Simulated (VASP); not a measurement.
Pt2Rh:

```
Rh Pt
1.0
     5.16882    0.00000    0.00000
     0.00000    5.16882    0.00000
     0.00000    0.00000    3.61472
Rh Pt
2 4
Direct
  0.00000 0.00000 0.00000
  0.50000 0.50000 0.50000
  0.30770 0.30770 0.00000
  0.19230 0.80770 0.50000
  0.69230 0.69230 0.00000
  0.80770 0.19230 0.50000
```

* Program: VASP 6.6.1
* Task: relaxation of cell and atoms
* Functional: PBEsol
* Potentials or basis: VASP PAW PBE potentials, release 64 (Rh_pv, Pt)
* Cutoff: 600 eV
* k mesh: 4 × 4 × 5
* Occupations: methfessel-paxton, width 0.05 eV
* Spin: no spin polarisation

At the start: pressure 61.3 GPa; volume 16.10 Å³/atom.

Q: How do energy, volume and symmetry change on relaxing?

A: Over 24 steps the energy falls by 642.2 meV/atom and the volume is 19.61 Å³/atom (+21.9 %); space group P4_2/mnm (No. 136, to 0.05 Å).

Step by step:
```tsv
step	energy change (eV)	largest force (eV/Å)	pressure (GPa)	volume (Å³)
1	0.0000	0.9735	61.28	96.57
2	7.1548	0.1610	-19.67	210.27
3	-3.4147	0.9514	-7.57	125.98
4	-3.5730	0.8818	-2.62	121.48
5	-3.5941	0.8305	0.44	119.15
6	-3.5935	0.8421	-0.21	119.64
7	-3.6519	0.1158	-1.06	120.54
8	-3.6520	0.0895	-1.08	120.57
9	-3.6927	0.0106	0.86	118.89
10	-3.7089	0.0999	3.27	116.99
11	-3.7261	0.0825	2.99	117.03
12	-3.7742	0.0176	2.20	117.13
13	-3.8485	0.0394	0.84	117.22
14	-3.6422	0.4063	0.01	116.92
15	-3.8521	0.0522	0.58	117.22
16	-3.8520	0.0470	0.54	117.22
17	-3.8529	0.0366	0.24	117.48
18	-3.8530	0.0301	0.02	117.65
19	-3.8530	0.0309	0.02	117.64
20	-3.8530	0.0333	0.11	117.56
21	-3.8530	0.0306	0.04	117.63
22	-3.8530	0.0221	0.04	117.63
23	-3.8531	0.0020	0.06	117.64
24	-3.8531	0.0004	-0.04	117.69
```

Final structure:
```xyz
6
Lattice="5.2586 0.0002 0.0000 0.0002 5.2586 0.0000 0.0000 0.0000 4.2559" Properties=species:S:1:pos:R:3 pbc="T T T"
Rh    0.0000    0.0000    0.0000
Rh    2.6294    2.6294    2.1279
Pt    1.6898    1.6899    0.0000
Pt    0.9397    4.3191    2.1279
Pt    3.5690    3.5690    4.2559
Pt    4.3191    0.9397    2.1279
```

Caveat: the volume moved by over 15 % at a fixed basis, so the end points are rough; the PAW data sets were made with another functional, which shifts forces and pressure a little.
